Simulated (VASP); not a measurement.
A run of VASP 6.6.1:

File INCAR:

```
SYSTEM = Ta4C
PREC = Accurate
ENCUT = 520
EDIFF = 1E-6
ISMEAR = 0
SIGMA = 0.1
LREAL = .FALSE.
LASPH = .TRUE.
NELM = 100
ALGO = Normal
ISIF = 2
LWAVE = .FALSE.
LCHARG = .FALSE.
LDIPOL = .TRUE.
IDIPOL = 3
DIPOL = 0.5 0.5 0.358
GGA = PE
NBANDS = 32
```

File KPOINTS:

```
Automatic mesh
0
G
  8 8 1
  0 0 0
```

File POSCAR:

```
Ta4C
1.0
    3.3189671341      0.0000000000      0.0000000000
    0.0000000000      3.3189671341      0.0000000000
    0.0000000000      0.0000000000     20.2996559613
Ta C
4 1
Direct
    0.5000000000      0.5000000000      0.1970476745
    0.0000000000      0.0000000000      0.2787970189
    0.5000000000      0.5000000000      0.3599139055
    0.0000000000      0.0000000000      0.4334879359
    0.1250000000      0.1250000000      0.5224862585
```

Potentials or basis: VASP PAW PBE potentials, release 64 (Ta_pv, C).

Command:

```sh
$ cat potpaw_PBE.64/Ta_pv/POTCAR potpaw_PBE.64/C/POTCAR > POTCAR
$ mpirun -np 1 vasp_std > vasp.out
```

Hardware: 1 thread of Intel(R) Xeon(R) 6975P-C (Granite Rapids), with other jobs on the host.

Q: Estimate the wall time of this run.

A: It took 3 min on 1 thread of Intel(R) Xeon(R) 6975P-C (Granite Rapids), with other jobs on the host, peak memory 0.41 GiB. Counts: scf iterations 29, k points 21.
